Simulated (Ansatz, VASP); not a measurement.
# Two plane-wave programs on BeSe

```
CELL_PARAMETERS angstrom
0.00000 2.58891 2.58891
2.58891 0.00000 2.58891
2.58891 2.58891 0.00000
ATOMIC_POSITIONS crystal
Be 0.00000 0.00000 0.00000
Se 0.25000 0.25000 0.25000
```

Alike in both runs: functional PBE; k mesh 8 × 8 × 8; occupations gaussian, width 0.02 eV; no spin polarisation.

Ansatz relaxed the structure, and its values are those at the end. VASP's run is a single point on that final structure, the one shown.

```csv
,VASP,Ansatz
version,VASP 6.6.1,Ansatz 0.2.0
potentials or method,"VASP PAW PBE potentials, release 64 (Be, Se), cutoff 600 eV","scalar-relativistic, plane waves, PAW"
valence electrons in the cell,8,18
```

Ansatz gave:

- gap on the k mesh at the Fermi level (eV): 2.67
- least direct gap on the mesh (eV): 4.22
- pressure (GPa): 0.0

Question: What did VASP give for the same quantities?

Answer: gap on the k mesh at the Fermi level (eV): 2.66; least direct gap on the mesh (eV): 4.22; pressure (GPa): 0.2.

VASP's potentials hold 8 valence electrons a cell and Ansatz's 18, so a difference there can come from the potentials and not from the codes.
